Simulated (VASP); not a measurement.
Sn2TeAs2:

```
Sn Te As
1.0
     4.80192    0.00000    0.00000
    -2.40096    4.15858    0.00000
     0.00000    0.00000    8.52487
Sn Te As
2 1 2
Direct
  0.66667 0.33333 0.72194
  0.33333 0.66667 0.27806
  0.00000 0.00000 0.00000
  0.66667 0.33333 0.37590
  0.33333 0.66667 0.62410
```

The cell was generated, and may not be a known phase.

| Item | Value |
| --- | --- |
| Program | VASP 6.6.1 |
| Task | relaxation of cell and atoms |
| Functional | PBE |
| Potentials or basis | VASP PAW PBE potentials, release 64 (Sn_d, Te, As) |
| Cutoff | 600 eV |
| k mesh | 6 × 6 × 2 |
| Occupations | gaussian, width 0.1 eV |
| Spin | no spin polarisation |

At the start: pressure -4.5 GPa; volume 34.05 Å³/atom.

Problem. Where does the relaxation end?

Solution. Over 27 steps the energy falls by 261.4 meV/atom and the volume is 26.86 Å³/atom (-21.1 %); space group P-3m1 (No. 164, to 0.1 Å) before and after.

The path:
```csv
step,energy change (eV),largest force (eV/Å),pressure (GPa),volume (Å³)
1,0.0000,0.4828,-4.54,170.23
2,-0.4392,1.0923,-0.20,147.55
3,-0.4446,1.1644,0.52,145.22
4,-0.5895,1.0350,0.69,142.97
5,-0.9520,0.5753,1.63,136.21
6,-0.5308,1.9295,7.31,122.61
7,-1.0286,0.1287,2.33,133.15
8,-1.1257,0.2368,-1.49,140.89
9,-1.1266,0.2116,-1.19,140.17
10,-1.1981,0.1725,-1.22,139.02
11,-1.2034,0.1580,-1.18,138.69
12,-1.2128,0.2006,0.92,133.44
13,-1.2175,0.1608,0.11,135.32
14,-1.2218,0.1638,0.09,135.25
15,-1.2317,0.1829,0.06,135.04
16,-1.2388,0.3154,0.08,134.61
17,-1.2412,0.3227,0.04,134.62
18,-1.2467,0.3436,-0.06,134.65
19,-1.2547,0.4168,-0.13,134.72
20,-1.2543,0.5325,-0.13,134.85
21,-1.2601,0.4718,-0.15,134.77
22,-1.2779,0.4044,-0.05,134.43
23,-1.2965,0.2345,0.31,133.69
24,-1.2967,0.2177,0.36,133.61
25,-1.3038,0.1166,-0.18,134.77
26,-1.3044,0.0800,-0.37,135.21
27,-1.3069,0.0235,-0.06,134.28
```

Final structure:
```yaml
crystal:
  lattice:
    - [4.05395, 0.00000, 0.00000]
    - [-2.02698, 3.51083, 0.00000]
    - [0.00000, 0.00000, 9.43441]
  atoms:
    - { symbol: Sn, position: [0.66667, 0.33333, 0.77661] }
    - { symbol: Sn, position: [0.33333, 0.66667, 0.22339] }
    - { symbol: Te, position: [0.00000, 0.00000, 0.00000] }
    - { symbol: As, position: [0.66667, 0.33333, 0.41111] }
    - { symbol: As, position: [0.33333, 0.66667, 0.58889] }
```

Caveat: the k points lie up to 0.33 Å⁻¹ apart in the final cell, too coarse for converged energies and pressures of a metal; the volume moved by over 15 % at a fixed basis, so the end points are rough.
